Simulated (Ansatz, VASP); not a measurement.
Two plane-wave programs on HfSiO4

INCAR

```
  PREC = Accurate
  ENCUT = 600
  EDIFF = 1E-6
  ISMEAR = 0
  SIGMA = 0.01
  LREAL = False
  LASPH = True
  NELM = 100
  ALGO = Normal
  ISIF = 3
  LWAVE = False
  LCHARG = False
  GGA = PE
  IBRION = 2
  NSW = 100
  EDIFFG = -0.01
```

Contents of KPOINTS:

```
regular mesh
0
Gamma
  10 10 10
```

File POSCAR:

```
HfSiO4
1.0
    0.0000000000      3.4559562281      3.4559562281
    3.4559562281      0.0000000000      3.4559562281
    3.4559562281      3.4559562281      0.0000000000
Hf Si O
1 1 4
Direct
    0.5000000000      0.5000000000      0.5000000000
    0.0000000000      0.0000000000      0.0000000000
    0.3968521148      0.8677159617      0.8677159617
    0.8677159617      0.8677159617      0.8677159617
    0.8677159617      0.8677159617      0.3968521148
    0.8677159617      0.3968521148      0.8677159617
```

Input for Ansatz:

```yaml
crystal:
  lattice:
    - [0.0, 3.4559562335, 3.4559562335]
    - [3.4559562335, 0.0, 3.4559562335]
    - [3.4559562335, 3.4559562335, 0.0]
  atoms:
    - { symbol: Hf, position: [0.5, 0.5, 0.5] }
    - { symbol: Si, position: [0.0, 0.0, 0.0] }
    - { symbol: O, position: [0.3968521159, 0.8677159614, 0.8677159614] }
    - { symbol: O, position: [0.8677159614, 0.8677159614, 0.8677159614] }
    - { symbol: O, position: [0.8677159614, 0.8677159614, 0.3968521159] }
    - { symbol: O, position: [0.8677159614, 0.3968521159, 0.8677159614] }
basis:
  ecutwfc: 420
kpoints:
  mp_grid: { grid: [10, 10, 10] }
hamiltonian:
  xc: pbe
scf:
  occupations: { method: gaussian, width: 0.01 }
output:
  forces: true
  stress: true
  eigenvalues: true
  write_density: true
  write_potential: true
  elf: true
  volumetric_format: npy
relax:
  adjacent_minimum: "off"
  f_tol: 0.01
  max_steps: 80
  cell: { stress_tol: 0.05 }
```

Change from the starting cell: species swapped into the TlClO4 type (F-43m, No. 216).

Alike in both runs: task relaxation of cell and atoms; functional PBE; k mesh 10 × 10 × 10; occupations gaussian, width 0.01 eV; no spin polarisation.

|  | VASP | Ansatz |
| --- | --- | --- |
| version | VASP 6.6.1 | Ansatz 0.2.0 |
| potentials or method | VASP PAW PBE potentials, release 64 (Hf_pv, Si, O), cutoff 600 eV | scalar-relativistic, plane waves, PAW |
| valence electrons in the cell | 38 | 54 |

VASP gave:

- gap on the k mesh at the Fermi level, each at its own relaxed structure (eV): 0.13
- relaxed volume (Å³/atom): 13.72
- relaxed cell length with the largest relative difference (Å): 4.882

Q: Which values does Ansatz return?

A: gap on the k mesh at the Fermi level, each at its own relaxed structure (eV): 0.14; relaxed volume (Å³/atom): 13.76; relaxed cell length with the largest relative difference (Å): 4.887.

VASP's potentials hold 38 valence electrons a cell and Ansatz's 54, so a difference there can come from the potentials and not from the codes.

Spin-orbit coupling is off throughout.
